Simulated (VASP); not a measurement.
Input of a VASP 6.6.1 run:

Contents of INCAR:

```
PREC = Accurate
ENCUT = 520
EDIFF = 1E-6
ISMEAR = 0
SIGMA = 0.1
LREAL = False
LASPH = True
NELM = 80
ALGO = Normal
ISIF = 2
LWAVE = False
LCHARG = False
GGA = PE
NBANDS = 23
```

The input KPOINTS:

```
Automatic mesh
0
Gamma
  6 6 6
```

POSCAR

```
ZnS3
1.0
    0.0000000000      3.1807987342      3.1807987342
    3.1807987342      0.0000000000      3.1807987342
    3.1807987342      3.1807987342      0.0000000000
Zn S
1 3
Direct
    0.0000000000      0.0000000000      0.0000000000
    0.2500000000      0.2500000000      0.2500000000
    0.7500000000      0.7500000000      0.7500000000
    0.5000000000      0.5000000000      0.5000000000
```

Potentials or basis: VASP PAW PBE potentials, release 64 (Zn, S).

Launch:

```console
$ cat potpaw_PBE.64/Zn/POTCAR potpaw_PBE.64/S/POTCAR > POTCAR
$ mpirun -np 1 vasp_std > vasp.out
```

**Question.** Estimate the pressure.

**Answer.** 0.0 GPa.

**Question.** What does it give for the band gap on the k mesh?

**Answer.** Zero (band 15 reaches 6.25 eV, above the bottom of band 16 at 5.30 eV).
